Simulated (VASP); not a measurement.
# HgTe (I-4m2) in VASP: further runs

The runs below take HgTe through single point, with PBE.

Everything below comes from runs of VASP 6.6.1. Logs are shortened: lines on timing, memory, paths and dates and some standing lists are left out, and cuts for length are marked.

## Step 1: The cell of the first run

The structure is tetragonal, space group I-4m2 (No. 119). Conventional cell: a = 4.559 Å, b = 4.559 Å, c = 6.254 Å, α = 90.00°, β = 90.00°, γ = 90.00°. Within 3.6 Å of Hg (site symmetry -4m2) lie 4 Te at 2.76 Å. Te (site symmetry -4m2) has 4 Hg at 2.76 Å within 3.6 Å.

## Step 2: Single point, PBE (strain +0.000 along x and y, -0.030 along z)

INCAR reads:

```
SYSTEM = HgTe
ALGO     = Normal         ! electronic algorithm
EDIFF    = 1E-6           ! SCF threshold, eV
ENCUT    = 520            ! plane-wave cutoff, eV
GGA      = PE             ! functional
ISIF     = 2              ! what is computed and relaxed
ISMEAR   = 0              ! smearing method
LASPH    = .TRUE.         ! aspherical terms in the spheres
LCHARG   = .FALSE.        ! write CHGCAR
LREAL    = .FALSE.        ! projectors in reciprocal space
LWAVE    = .FALSE.        ! write WAVECAR
NBANDS   = 16             ! bands
NELM     = 80             ! most SCF steps
PREC     = Accurate       ! precision mode
SIGMA    = 0.15           ! smearing width, eV
```

KPOINTS reads:

```
k-points
0
G
  14 14 14
  0 0 0
```

POSCAR reads:

```
HgTe
1.0
    0.0000000000      3.2235000000      3.1267950000
    3.2235000000      0.0000000000      3.1267950000
    3.2235000000      3.2235000000      0.0000000000
Hg Te
1 1
Direct
    0.0000000000      0.0000000000      0.0000000000
    0.7500000000      0.7500000000      0.7500000000
```

Potentials or basis: VASP PAW PBE potentials, release 64 (Hg, Te).

The run is started by

```
$ cat potpaw_PBE.64/Hg/POTCAR potpaw_PBE.64/Te/POTCAR > POTCAR
$ mpirun -np 1 vasp_std > vasp.out
```

OUTCAR:

```text
SYSTEM = HgTe
   EDIFF = 1E-6
   ENCUT = 520
   GGA = PE
   ISIF = 2
   ISMEAR = 0
   LASPH = .TRUE.
   LREAL = .FALSE.
   NELM = 80
   PREC = Accurate

 ion  position               nearest neighbor table
   1  0.000  0.000  0.000-   2 2.76   2 2.76   2 2.76   2 2.76
   2  0.750  0.750  0.750-   1 2.76   1 2.76   1 2.76   1 2.76

  LATTYP: Found a body centered tetragonal cell.
 ALAT       =     4.5587174183
 C/A-ratio  =     1.3717871555

  Lattice vectors:

 A1 = (   0.0000000000,  -3.2235000000,  -3.1267950000)
 A2 = (   0.0000000000,   3.2235000000,  -3.1267950000)
 A3 = (   3.2235000000,   0.0000000000,   3.1267950000)

Analysis of symmetry for initial positions (statically):
=====================================================================
 Subroutine PRICEL returns:
 Original cell was already a primitive cell.

 Routine SETGRP: Setting up the symmetry group for a
 body centered tetragonal supercell.

 Subroutine GETGRP returns: Found  8 space group operations
 (whereof  8 operations were pure point group operations)
 out of a pool of 16 trial point group operations.

The static configuration has the point symmetry D_2d.

Analysis of symmetry for dynamics (positions and initial velocities):
=====================================================================
 Subroutine PRICEL returns:
 Original cell was already a primitive cell.

 Routine SETGRP: Setting up the symmetry group for a
 body centered tetragonal supercell.

 Subroutine GETGRP returns: Found  8 space group operations
 (whereof  8 operations were pure point group operations)
 out of a pool of 16 trial point group operations.

The dynamic configuration has the point symmetry D_2d.

 Subroutine INISYM returns: Found  8 space group operations
 (whereof  8 operations are pure point group operations),
 and found     1 'primitive' translations

----------------------------------------------------------------------------------------

                                     Primitive cell

  volume of cell :      64.9808

  direct lattice vectors                    reciprocal lattice vectors
     0.000000000  3.223500000  3.126795000    -0.155110904  0.155110904  0.159908149
     3.223500000  0.000000000  3.126795000     0.155110904 -0.155110904  0.159908149
     3.223500000  3.223500000  0.000000000     0.155110904  0.155110904 -0.159908149

  length of vectors
     4.490857293  4.490857293  4.558717418     0.271457918  0.271457918  0.271457918

  position of ions in fractional coordinates (direct lattice)
     0.000000000  0.000000000  0.000000000
     0.750000000  0.750000000  0.750000000

  ion indices of the primitive-cell ions
   primitive index   ion index
                 1           1
                 2           2

----------------------------------------------------------------------------------------

 KPOINTS: k-points

Automatic generation of k-mesh.
 Grid dimensions read from file:
 generate k-points for:   14   14   14

 Generating k-lattice:

  Cartesian coordinates                     Fractional coordinates (reciprocal lattice)
    -0.011079350  0.011079350  0.011422011     0.071428571  0.000000000  0.000000000
     0.011079350 -0.011079350  0.011422011     0.000000000  0.071428571  0.000000000
     0.011079350  0.011079350 -0.011422011     0.000000000  0.000000000  0.071428571

  Length of vectors
     0.019389851  0.019389851  0.019389851

  Shift w.r.t. Gamma in fractional coordinates (k-lattice)
     0.000000000  0.000000000  0.000000000

 Subroutine IBZKPT returns following result:
 ===========================================

 Found    244 irreducible k-points:

 Following reciprocal coordinates:
            Coordinates               Weight
  0.000000  0.000000  0.000000      1.000000
  0.071429  0.000000  0.000000      8.000000
  0.142857  0.000000  0.000000      8.000000
  0.214286  0.000000  0.000000      8.000000
  0.285714  0.000000  0.000000      8.000000
  0.357143  0.000000  0.000000      8.000000
[... 16 lines left out ...]
  0.214286  0.142857  0.000000      8.000000
  0.285714  0.142857  0.000000      8.000000
 [... further k-points ...]
   k-points           NKPTS =    244   k-points in BZ     NKDIM =    244   number of bands    NBANDS=     16
   number of dos      NEDOS =    301   number of ions     NIONS =      2
   total plane-waves  NPLWV =  46656
   dimension x,y,z NGX =    36 NGY =   36 NGZ =   36
   dimension x,y,z NGXF=    72 NGYF=   72 NGZF=   72
   ions per type =               1   1
   NGX,Y,Z   is equivalent  to a cutoff of  13.33, 13.33, 13.13 a.u.
   NGXF,Y,Z  is equivalent  to a cutoff of  26.65, 26.65, 26.26 a.u.
 SYSTEM =  HgTe
   PREC   = accura    normal or accurate (medium, high low for compatibility)
   ISTART =      0    job   : 0-new  1-cont  2-samecut
   ICHARG =      2    charge: 1-file 2-atom 10-const
   ISPIN  =      1    spin polarized calculation?
   LNONCOLLINEAR =      F non collinear calculations
   LSORBIT =      F    spin-orbit coupling
   LASPH  =      T    aspherical Exc in radial PAW
   ENCUT  =  520.0 eV  38.22 Ry    6.18 a.u.   8.35  8.35  8.48*2*pi/ulx,y,z
   NELM   =     80;   NELMIN=  2; NELMDL= -5     # of ELM steps
   EDIFF  = 0.1E-05   stopping-criterion for ELM
   LREAL  =      F    real-space projection
   EDIFFG = 0.1E-04   stopping-criterion for IOM
   NSW    =      0    number of steps for IOM
   IBRION =     -1    ionic relax: 0-MD 1-quasi-New 2-CG
   NFREE  =      0    steps in history (QN), initial steepest desc. (CG)
   ISIF   =      2    stress and relaxation
   ISYM   =      2    0-nonsym 1-usesym 2-fastsym
   POTIM  = 0.5000    time-step for ionic-motion
   TEBEG  =    0.0;   TEEND  =   0.0 temperature during run
   PSTRESS=    0.0 pullay stress
   NELECT =      18.0000    total number of electrons
   NUPDOWN=      -1.0000    fix difference up-down
   EMIN   =  10.00;   EMAX   =-10.00  energy-range for DOS
   EFERMI =   0.00;   METHOD = LEGACY
   ISMEAR =     0;   SIGMA  =   0.15  broadening in eV -4-tet -1-fermi 0-gaus
   EFERMI_NEDOS =   21; number of points for ismear=-14 and -15
   IALGO  =     38    algorithm
   IMIX   =      4    mixing-type and parameters
     AMIX     =   0.40;   BMIX     =  1.00
     AMIX_MAG =   1.60;   BMIX_MAG =  1.00
  volume/ion in A,a.u.               =      32.49       219.26
  Fermi-wavevector in a.u.,A,eV,Ry     =   1.067179  2.016677 15.495291  1.138872
  Thomas-Fermi vector in A             =   2.202787
   LORBIT       =      0    0 simple, 1 ext, 2 COOP (PROOUT), +10 PAW based schemes
   GGA     = PE    functional components
   LHFCALC =     F    Hartree Fock is set to
   AEXX    =    0.0000 exact exchange contribution
   IVDW    =     0    specifies the selected vdW correction
   LEPSILON=     F    determine dielectric tensor
   LRPA    =     F    only Hartree local field effects (RPA)
 non-spin polarized calculation
 Gauss-broadening in eV      SIGMA  =   0.15
  energy-cutoff  :      520.00
  volume of cell :       64.98
 maximum number of plane-waves:      1773
 NGX is ok and might be reduce to    36
   NGX = 17   NGY = 17   NGZ = 17

 number of electron      17.9999998 magnetization

 Free energy of the ion-electron system (eV)
  ---------------------------------------------------
  ext. energy  EPLUGINS =         0.00000000
  ---------------------------------------------------
  free energy    TOTEN  =        -3.50819234 eV

  energy without entropy =       -3.50801491  energy(sigma->0) =       -3.50810363

 E-fermi :   3.6571     XC(G=0):  -8.9215

 val. band max:        3.5809087780   @ k =   0.0000   0.0000   0.0000
 cond. band min:       3.9238674691   @ k =   0.0714   0.0000   0.0000
 fundamental gap:      0.3429586910
 Fermi energy:         3.6570672520

 k-point     1 :       0.0000    0.0000    0.0000
  band No.  band energies     occupation
      1      -8.7574      2.00000
      2      -4.0735      2.00000
      3      -4.0735      2.00000
      4      -4.0661      2.00000
      5      -3.5063      2.00000
      6      -3.4827      2.00000
[... 8 lines left out ...]
     15      12.9217      0.00000
     16      13.2458      0.00000

 k-point     2 :       0.0714    0.0000    0.0000
  band No.  band energies     occupation
      1      -8.7295      2.00000
      2      -4.0664      2.00000
      3      -4.0657      2.00000
      4      -4.0571      2.00000
      5      -3.5069      2.00000
      6      -3.4840      2.00000
[... 8 lines left out ...]
     15      12.4486      0.00000
     16      12.6839      0.00000

 k-point     3 :       0.1429    0.0000    0.0000
  band No.  band energies     occupation
      1      -8.6499      2.00000
      2      -4.0444      2.00000
      3      -4.0430      2.00000
      4      -4.0284      2.00000
      5      -3.5076      2.00000
      6      -3.4871      2.00000
[... 8 lines left out ...]
     15      12.0492      0.00000
     16      12.2660      0.00000

 k-point     4 :       0.2143    0.0000    0.0000
  band No.  band energies     occupation
      1      -8.5308      2.00000
      2      -4.0154      2.00000
      3      -4.0096      2.00000
      4      -3.9646      2.00000
      5      -3.5056      2.00000
      6      -3.4892      2.00000
[... 8 lines left out ...]
     15      11.9196      0.00000
     16      12.1006      0.00000
[... 324 lines left out ...]
 k-point    22 :       0.1429    0.1429    0.0000
  band No.  band energies     occupation
      1      -8.6104      2.00000
      2      -4.0565      2.00000
      3      -4.0149      2.00000
      4      -4.0149      2.00000
      5      -3.5026      2.00000
      6      -3.4918      2.00000
[... 8 lines left out ...]
     15      11.7923      0.00000
     16      13.0307      0.00000

 k-point    23 :       0.2143    0.1429    0.0000
  band No.  band energies     occupation
      1      -8.5199      2.00000
      2      -4.0386      2.00000
      3      -3.9830      2.00000
      4      -3.9751      2.00000
      5      -3.5079      2.00000
      6      -3.4850      2.00000
[... 8 lines left out ...]
     15      12.3928      0.00000
     16      12.9190      0.00000

 k-point    24 :       0.2857    0.1429    0.0000
  band No.  band energies     occupation
      1      -8.3996      2.00000
      2      -4.0032      2.00000
      3      -3.9496      2.00000
      4      -3.9033      2.00000
      5      -3.5034      2.00000
      6      -3.4774      2.00000
[... 8 lines left out ...]
     15      12.6474      0.00000
     16      12.9395      0.00000

 [... further k-points ...]
[... 5 lines left out ...]
  --------------------------------------------------------------------------------------
  -------------------------------------------------------------------------------------
  Total        2.3516836      2.3516836      2.4701827      0.0000000      0.0000000      0.0000000
  in kB       57.9835392     57.9835392     60.9052734      0.0000000      0.0000000      0.0000000
  external PRESSURE =      58.9574506 kB  Pullay stress =       0.0000000 kB

 VOLUME and BASIS-vectors are now :
 -----------------------------------------------------------------------------
  energy-cutoff  :      520.00
  volume of cell :       64.98
      direct lattice vectors                 reciprocal lattice vectors
     0.000000000  3.223500000  3.126795000    -0.155110904  0.155110904  0.159908149
     3.223500000  0.000000000  3.126795000     0.155110904 -0.155110904  0.159908149
     3.223500000  3.223500000  0.000000000     0.155110904  0.155110904 -0.159908149

 POSITION                                       TOTAL-FORCE (eV/Angst)
 -----------------------------------------------------------------------------------
      0.00000      0.00000      0.00000         0.000000      0.000000      0.000000
      4.83525      4.83525      4.69019        -0.000000     -0.000000     -0.000000
 -----------------------------------------------------------------------------------
    total drift:                                0.000000      0.000000     -0.000000

  FREE ENERGIE OF THE ION-ELECTRON SYSTEM (eV)
  ---------------------------------------------------
  free  energy   TOTEN  =        -3.5081923405 eV

  energy  without entropy=       -3.5080149111  energy(sigma->0) =       -3.50810363
```

It took 84 s on 1 thread of Intel Xeon 6975P-C (Granite Rapids), shared host; peak memory 0.4 GiB.

Results:

```
Free energy : -3.5082 eV
Pressure    : 5.9 GPa
```

Stress tensor (GPa, compression positive):
```
5.80 0.00 0.00
0.00 5.80 0.00
0.00 0.00 6.09
```

Levels at points of the mesh, in eV from the Fermi level:
```csv
k point,band 6,band 7,band 8,band 9,band 10,band 11,band 12,band 13
"(0.00, 0.00, 0.00)",-7.14,-0.78,-0.18,-0.18,-0.08,4.02,4.02,4.02
"(0.50, 0.00, 0.00)",-6.82,-5.89,-1.28,-1.14,0.56,4.76,4.94,6.71
"(0.50, 0.50, 0.00)",-6.61,-5.69,-2.67,-2.67,1.58,2.15,8.36,8.88
"(0.50, 0.00, 0.50)",-6.67,-5.84,-2.58,-2.50,1.81,2.29,8.15,8.77
```

Caveat: the cell differs from its parent crystal (strain +0.000 along x and y, -0.030 along z); spin-orbit coupling is left out, which moves the levels of the heavy elements.

## Step 3: Single point, PBE (strain +0.015 along x and y, -0.030 along z)

INCAR reads:

```
PREC     = Accurate       # precision mode
ENCUT    = 520            # plane-wave cutoff, eV
EDIFF    = 1E-6           # SCF threshold, eV
ISMEAR   = 0              # smearing method
SIGMA    = 0.15           # smearing width, eV
LREAL    = F              # projectors in reciprocal space
LASPH    = T              # aspherical terms in the spheres
NELM     = 100            # most SCF steps
ALGO     = Normal         # electronic algorithm
ISIF     = 2              # what is computed and relaxed
LWAVE    = F              # write WAVECAR
LCHARG   = T              # write CHGCAR
GGA      = PE             # functional
LELF     = T              # ELF
LVHAR    = T            
NBANDS   = 16             # bands
```

KPOINTS reads:

```
Automatic mesh
0
Gamma
  14 14 14
```

POSCAR reads:

```
HgTe
1.0
    0.0000000000      3.2718525000      3.1267950000
    3.2718525000      0.0000000000      3.1267950000
    3.2718525000      3.2718525000      0.0000000000
Hg Te
1 1
Direct
    0.0000000000      0.0000000000      0.0000000000
    0.7500000000      0.7500000000      0.7500000000
```

Potentials or basis: VASP PAW PBE potentials, release 64 (Hg, Te).

The run is started by

```
$ cat potpaw_PBE.64/Hg/POTCAR potpaw_PBE.64/Te/POTCAR > POTCAR
$ mpirun -np 1 vasp_std > vasp.out
```

Run time: 1.7 min. Hardware: 1 thread of Intel Xeon 6975P-C (Granite Rapids), shared host; peak memory 0.41 GiB.

The run converged. Its results:

| Property | Result |
| --- | --- |
| Free energy | -3.5683 eV |
| Pressure | 4.1 GPa |

Stress tensor (GPa, compression positive):
```
3.97 0.00 0.00
0.00 3.97 0.00
0.00 0.00 4.46
```

Levels at points of the mesh, in eV from the Fermi level:
```tsv
k point	band 7	band 8	band 9	band 10	band 11	band 12
(0.00, 0.00, 0.00)	-0.86	-0.20	-0.20	-0.06	4.07	4.08
(0.50, 0.00, 0.00)	-5.69	-1.25	-1.05	0.54	4.75	5.02
(0.50, 0.50, 0.00)	-5.48	-2.58	-2.58	1.53	2.19	8.29
(0.50, 0.00, 0.50)	-5.70	-2.44	-2.34	1.86	2.39	7.99
```

Caveat: the cell differs from its parent crystal (strain +0.015 along x and y, -0.030 along z); spin-orbit coupling is left out, which moves the levels of the heavy elements.
